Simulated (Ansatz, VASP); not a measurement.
# HfPt2: VASP beside Ansatz

```
CELL_PARAMETERS angstrom
4.51110 0.00000 0.00000
-2.25555 3.90673 0.00000
0.00000 0.00000 2.86767
ATOMIC_POSITIONS crystal
Hf 0.00000 0.00000 0.00000
Pt 0.33333 0.66667 0.50000
Pt 0.66667 0.33333 0.50000
```

Alike in both runs: task single point; functional PBE; k mesh 6 × 6 × 6; occupations gaussian, width 0.1 eV; no spin polarisation.

|  | VASP | Ansatz |
| --- | --- | --- |
| version | VASP 6.6.1 | Ansatz 0.2.0 |
| potentials or method | VASP PAW PBE potentials, release 64 (Hf_pv, Pt), cutoff 520 eV | scalar-relativistic, plane waves, PAW |
| valence electrons in the cell | 30 | 62 |

VASP gave:

```
gap on the k mesh at the Fermi level (eV)                     : none
pressure (GPa)                                                : 6.5
traceless stress, the component that is largest in VASP (GPa) : -9.36
```

Q: Which values does Ansatz return?

A: gap on the k mesh at the Fermi level (eV): none; pressure (GPa): 7.5; traceless stress, the component that is largest in VASP (GPa): -9.62.

A gap of «none» marks a metal or a gap that the smearing closes. VASP's potentials hold 30 valence electrons a cell and Ansatz's 62, so a difference there can come from the potentials and not from the codes.

The k mesh is coarse, so the values compare programs but aren't converged. Spin-orbit coupling is off throughout.
